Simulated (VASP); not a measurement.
# Si2W (I4/mmm) in VASP: further runs, part 2 of 2

VASP 6.6.1. Earlier steps stand in the parts before.

## (4) Single point, PBE

This run uses another cell than the first one, of 13.68 Å³/atom.

File INCAR:

```
ALGO     = Normal         # electronic algorithm
EDIFF    = 1E-7           # SCF threshold, eV
ENCUT    = 520            # plane-wave cutoff, eV
GGA      = PE             # functional
ISIF     = 2              # what is computed and relaxed
ISMEAR   = -1             # smearing method
LASPH    = T              # aspherical terms in the spheres
LCHARG   = T              # write CHGCAR
LELF     = T              # ELF
LREAL    = F              # projectors in reciprocal space
LVHAR    = T            
LWAVE    = F              # write WAVECAR
NBANDS   = 18             # bands
NELM     = 100            # most SCF steps
PREC     = Accurate       # precision mode
SIGMA    = 0.1            # smearing width, eV
```

File KPOINTS:

```
k-points
0
Gamma
  10 10 10
```

File POSCAR:

```
Si2W
1.0
   -1.6147060919      1.6147060919      3.9347413575
    1.6147060919     -1.6147060919      3.9347413575
    1.6147060919      1.6147060919     -3.9347413575
Si W
2 1
Direct
    0.3345375629      0.3345375629      0.0000000000
    0.6654624371      0.6654624371      0.0000000000
    0.0000000000      0.0000000000      0.0000000000
```

On the command line:

```console
$ cat potpaw_PBE.64/Si/POTCAR potpaw_PBE.64/W_sv/POTCAR > POTCAR
$ mpirun -np 1 vasp_std > vasp.out
```

Wall time 74 s (1 thread of Intel Xeon 6975P-C (Granite Rapids), shared host); peak memory 0.24 GiB.

The run converged. Its results:

* Free energy: -24.8183 eV
* Pressure: 0.0 GPa
* Band gap on the k mesh: zero (bands 11 and 12 overlap by 1.29 eV)

Levels at points of the mesh, in eV from the Fermi level:
```
           k point  band 9  band 10  band 11  band 12  band 13  band 14
(0.00, 0.00, 0.00)   -2.81    -2.81     0.60     2.64     2.98     3.03
(0.50, 0.00, 0.00)   -2.75    -2.71    -0.42     2.65     2.75     3.90
(0.50, 0.50, 0.00)   -4.96    -3.19    -1.75     2.73     2.91     3.06
(0.50, 0.50, 0.50)   -0.85    -0.85    -0.49    -0.49     0.78     4.43
```

Caveat: spin-orbit coupling is left out, which moves the levels of the heavy elements.

## (5) Single point, r2SCAN

This run uses another cell than the first one, of 13.43 Å³/atom.

File POSCAR:

```
Si2W
1.0
   -1.6062818105      1.6062818105      3.9027859906
    1.6062818105     -1.6062818105      3.9027859906
    1.6062818105      1.6062818105     -3.9027859906
Si W
2 1
Direct
    0.3348909702      0.3348909702      0.0000000000
    0.6651090298      0.6651090298      0.0000000000
    0.0000000000      0.0000000000      0.0000000000
```

File INCAR.step1:

```
PREC = Accurate
ENCUT = 520
ISMEAR = -1
SIGMA = 0.1
LREAL = False
LASPH = True
NELM = 60
NBANDS = 18
GGA = PE
ALGO = Normal
EDIFF = 1E-4
LWAVE = True
LCHARG = False
```

File INCAR.step2:

```
PREC = Accurate
ENCUT = 520
EDIFF = 1E-6
ISMEAR = -1
SIGMA = 0.1
LREAL = False
LASPH = True
NELM = 60
ALGO = Normal
ISIF = 2
LWAVE = False
LCHARG = True
METAGGA = R2SCAN
LMIXTAU = True
LELF = True
LVHAR = True
NBANDS = 18
ISTART = 1
```

File KPOINTS:

```
regular mesh
0
Gamma
  10 10 10
```

Potentials or basis: VASP PAW PBE potentials, release 64 (Si, W_sv).

On the command line:

```console
$ cat potpaw_PBE.64/Si/POTCAR potpaw_PBE.64/W_sv/POTCAR > POTCAR
$ cp INCAR.step1 INCAR
$ mpirun -np 1 vasp_std > vasp.out
$ cp INCAR.step2 INCAR
$ mpirun -np 1 vasp_std > vasp.out
```

OUTCAR:

```text
PREC = Accurate
   ENCUT = 520
   EDIFF = 1E-6
   ISMEAR = -1
   LREAL = False
   LASPH = True
   NELM = 60
   ISIF = 2
   METAGGA = R2SCAN
   ISTART = 1

 ion  position               nearest neighbor table
   1  0.335  0.335  0.000-   2 2.58   3 2.61   3 2.61   3 2.61   3 2.61   3 2.61   2 2.63   2 2.63
                             2 2.63   2 2.63
   2  0.665  0.665  0.000-   1 2.58   3 2.61   3 2.61   3 2.61   3 2.61   3 2.61   1 2.63   1 2.63
                             1 2.63   1 2.63
   3  0.000  0.000  0.000-   2 2.61   2 2.61   2 2.61   1 2.61   2 2.61   1 2.61   1 2.61   1 2.61
                             1 2.61   2 2.61

  LATTYP: Found a body centered tetragonal cell.
 ALAT       =     3.2125636210
 C/A-ratio  =     2.4297019148

  Lattice vectors:

 A1 = (  -1.6062818105,   1.6062818105,   3.9027859906)
 A2 = (   1.6062818105,  -1.6062818105,   3.9027859906)
 A3 = (   1.6062818105,   1.6062818105,  -3.9027859906)

Analysis of symmetry for initial positions (statically):
=====================================================================
 Subroutine PRICEL returns:
 Original cell was already a primitive cell.

 Routine SETGRP: Setting up the symmetry group for a
 body centered tetragonal supercell.

 Subroutine GETGRP returns: Found 16 space group operations
 (whereof 16 operations were pure point group operations)
 out of a pool of 16 trial point group operations.

The static configuration has the point symmetry D_4h.

Analysis of symmetry for dynamics (positions and initial velocities):
=====================================================================
 Subroutine PRICEL returns:
 Original cell was already a primitive cell.

 Routine SETGRP: Setting up the symmetry group for a
 body centered tetragonal supercell.

 Subroutine GETGRP returns: Found 16 space group operations
 (whereof 16 operations were pure point group operations)
 out of a pool of 16 trial point group operations.

[... 120 lines left out ...]
   IMIX   =      4    mixing-type and parameters
     AMIX     =   0.40;   BMIX     =  1.00
     AMIX_MAG =   1.60;   BMIX_MAG =  1.00
  volume/ion in A,a.u.               =      13.43        90.61
  Fermi-wavevector in a.u.,A,eV,Ry     =   1.338206  2.528843 24.365251  1.790795
  Thomas-Fermi vector in A             =   2.466695
   LORBIT       =      0    0 simple, 1 ext, 2 COOP (PROOUT), +10 PAW based schemes
   METAGGA = R2SCAN    functional components
   LHFCALC =     F    Hartree Fock is set to
   AEXX    =    0.0000 exact exchange contribution
   IVDW    =     0    specifies the selected vdW correction
   LEPSILON=     F    determine dielectric tensor
   LRPA    =     F    only Hartree local field effects (RPA)
 non-spin polarized calculation
  energy-cutoff  :      520.00
  volume of cell :       40.28
 maximum number of plane-waves:      1106
 NGX is ok and might be reduce to    36
   NGX = 17   NGY = 17   NGZ = 17

 number of electron      21.9999999 magnetization

 Free energy of the ion-electron system (eV)
  ---------------------------------------------------
  ext. energy  EPLUGINS =         0.00000000
  ---------------------------------------------------
  free energy    TOTEN  =       -69.81800650 eV

  energy without entropy =      -69.80853851  energy(sigma->0) =      -69.81327251

 E-fermi :  11.9748     XC(G=0): -13.5235

 val. band max:       11.9094865408   @ k =  -0.2000  -0.3000   0.2000
 cond. band min:      12.0743835168   @ k =   0.5000   0.5000   0.3000
 fundamental gap:      0.1648969760
 Fermi energy:        11.9747983089

 k-point     1 :       0.0000    0.0000    0.0000
  band No.  band energies     occupation
      1     -63.7640      2.00000
      2     -27.3985      2.00000
      3     -27.3664      2.00000
      4     -27.3664      2.00000
      5      -2.9085      2.00000
      6       4.7170      2.00000
[... 481 lines left out ...]
      5       1.6665      2.00000
      6       2.8134      2.00000
[... 10 lines left out ...]
     17      19.6124      0.00000
     18      21.4894      0.00000

 [... further k-points ...]

------------------------ aborting loop because EDIFF is reached ----------------------------------------

  FORCE on cell =-STRESS in cart. coord.  units (eV):
  Direction    XX          YY          ZZ          XY          YZ          ZX
  --------------------------------------------------------------------------------------
  -------------------------------------------------------------------------------------
  Total        0.0525164      0.0525164     -0.0236423      0.0000000      0.0000000      0.0000000
  in kB        2.0889473      2.0889473     -0.9404191      0.0000000      0.0000000      0.0000000
  external PRESSURE =       1.0791585 kB  Pullay stress =       0.0000000 kB

 VOLUME and BASIS-vectors are now :
 -----------------------------------------------------------------------------
  energy-cutoff  :      520.00
  volume of cell :       40.28
      direct lattice vectors                 reciprocal lattice vectors
    -1.606281811  1.606281811  3.902785991     0.000000000  0.311277882  0.128113609
     1.606281811 -1.606281811  3.902785991     0.311277882  0.000000000  0.128113609
     1.606281811  1.606281811 -3.902785991     0.311277882  0.311277882  0.000000000

 POSITION                                       TOTAL-FORCE (eV/Angst)
 -----------------------------------------------------------------------------------
      0.00000      0.00000      2.61402        -0.000000     -0.000000     -0.003402
      0.00000      0.00000      5.19156         0.000000      0.000000      0.003402
      0.00000      0.00000      0.00000        -0.000000     -0.000000      0.000000
 -----------------------------------------------------------------------------------
    total drift:                                0.000000     -0.000000      0.000000

  FREE ENERGIE OF THE ION-ELECTRON SYSTEM (eV)
  ---------------------------------------------------
  free  energy   TOTEN  =       -69.8180064969 eV

  energy  without entropy=      -69.8085385149  energy(sigma->0) =      -69.81327251
```

OUTCAR.step1:

```text
PREC = Accurate
   ENCUT = 520
   ISMEAR = -1
   LREAL = False
   LASPH = True
   NELM = 60
[... 731 lines left out ...]
      0.00000      0.00000      2.61402         0.000000      0.000000     -0.101255
      0.00000      0.00000      5.19156        -0.000000     -0.000000      0.101255
      0.00000      0.00000      0.00000        -0.000000     -0.000000     -0.000000
 -----------------------------------------------------------------------------------
    total drift:                                0.000000     -0.000000      0.000000

  FREE ENERGIE OF THE ION-ELECTRON SYSTEM (eV)
  ---------------------------------------------------
  free  energy   TOTEN  =       -24.8069877201 eV

  energy  without entropy=      -24.7950419090  energy(sigma->0) =      -24.80101481
```

Wall time 3.3 min (1 thread of Intel Xeon 6975P-C (Granite Rapids), shared host); peak memory 0.26 GiB.

Results:

| Item | Value |
| --- | --- |
| Free energy | -69.8180 eV |
| Pressure | 0.1 GPa |
| Largest force | 0.003 eV/Å |
| Band gap on the k mesh | zero (bands 11 and 12 overlap by 1.32 eV) |

Forces on the atoms (eV/Å):
```
Si   0.000  0.000 -0.003
Si   0.000  0.000  0.003
W    0.000  0.000  0.000
```

Stress tensor (GPa, compression positive):
```
 0.21  0.00  0.00
 0.00  0.21  0.00
 0.00  0.00 -0.09
```

Levels at points of the mesh, in eV from the Fermi level:
| k point | band 7 | band 8 | band 9 | band 10 | band 11 | band 12 | band 13 | band 14 | band 15 | band 16 |
| --- | --- | --- | --- | --- | --- | --- | --- | --- | --- | --- |
| (0.00, 0.00, 0.00) | -3.83 | -3.40 | -3.06 | -3.06 | 0.59 | 3.03 | 3.17 | 3.18 | 3.18 | 5.00 |
| (0.50, 0.00, 0.00) | -6.03 | -5.22 | -3.02 | -2.87 | -0.50 | 2.93 | 2.99 | 4.20 | 4.83 | 5.40 |
| (0.50, 0.50, 0.00) | -6.42 | -5.69 | -5.33 | -3.46 | -2.01 | 3.07 | 3.29 | 3.42 | 4.19 | 4.51 |
| (0.50, 0.50, 0.50) | -3.97 | -2.68 | -0.97 | -0.97 | -0.53 | -0.53 | 0.78 | 4.93 | 5.57 | 6.71 |

Caveat: the PAW data sets were made with another functional, which shifts forces and pressure a little; spin-orbit coupling is left out, which moves the levels of the heavy elements.

## (6) The runs side by side

| level | potentials or basis | cell | gap on the mesh (eV) | pressure (GPa) | largest force (eV/Å) |
| --- | --- | --- | --- | --- | --- |
| LDA | VASP PAW LDA potentials, release 64 (Si, W_sv) | a = 4.493 Å, angles 138.5, 138.5, 60.2°, 3 atoms | none | 0.7 | 0.02 |
| PBEsol | VASP PAW PBE potentials, release 64 (Si, W_sv) | a = 4.518 Å, angles 138.5, 138.5, 60.2°, 3 atoms | none | 0.3 | 0.01 |
| PBE | VASP PAW PBE potentials, release 64 (Si, W_sv) | a = 4.549 Å, angles 138.4, 138.4, 60.3°, 3 atoms | none | 0.0 | - |
| r2SCAN | VASP PAW PBE potentials, release 64 (Si, W_sv) | a = 4.516 Å, angles 138.3, 138.3, 60.4°, 3 atoms | none | 0.1 | - |

Alike in all rows: task single point; no spin polarisation; k mesh 10 × 10 × 10; cutoff (eV) 520; smearing fermi-dirac 0.1 eV.

Caveats: spin-orbit coupling is left out, which moves the levels of the heavy elements; the PAW data sets were made with another functional, which shifts forces and pressure a little (at least some runs).

Total energies depend on the potentials used, so only differences within one code and one set of settings carry meaning.
